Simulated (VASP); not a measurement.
Wanted: the native input for a VASP 6.6.1 run.

```
Task                   : electric field gradients
Functional             : PBE
Potentials or basis    : VASP PAW PBE potentials, release 64 (Ti_sv, Co)
Cutoff                 : 520 eV
k mesh                 : 11 × 11 × 11
Occupations            : fermi-dirac, width 0.05 eV
Spin                   : collinear spin, ferromagnetic start
Starting moments       : [0.0, 2.0] μB
Dipole correction      : no
Further INCAR settings : ALGO = Normal; EDIFF = 1e-08; NBANDS = 22
```

The structure of TiCo lies in POSCAR:

```
TiCo
1.0
    2.9861109900      0.0000000000      0.0000000000
    0.0000000000      2.9861109900      0.0000000000
    0.0000000000      0.0000000000      2.9861109900
Ti Co
1 1
Direct
    0.0000000000      0.0000000000      0.0000000000
    0.5000000000      0.5000000000      0.5000000000
```

One way to write it, as run:

INCAR

```
PREC = Accurate
ENCUT = 520
EDIFF = 1E-8
ISMEAR = -1
SIGMA = 0.05
LREAL = F
LASPH = T
NELM = 150
ALGO = Normal
ISIF = 2
LWAVE = F
LCHARG = F
ISPIN = 2
MAGMOM = 0 2
LORBIT = 11
LMAXMIX = 4
GGA = PE
LEFG = T
NBANDS = 22
```

KPOINTS

```
regular mesh
0
Gamma
  11 11 11
```

Potentials or basis: VASP PAW PBE potentials, release 64 (Ti_sv, Co).

The run is started by

```bash
$ cat potpaw_PBE.64/Ti_sv/POTCAR potpaw_PBE.64/Co/POTCAR > POTCAR
$ mpirun -np 1 vasp_std > vasp.out
```

Results of the run:

```
Pressure                                              : -0.5 GPa
Net moment                                            : 0.87 μB per cell
Site moments                                          : Ti -0.03; Co +0.95 μB
Largest electric field gradient by atom               : zero within the noise of the run
Valence electrons inside the program's atomic spheres : Ti 10.29; Co 8.29
```

Wall time 44 s on 1 thread of Intel(R) Xeon(R) Platinum 8488C (Sapphire Rapids) (shared host), peak memory 0.18 GiB.
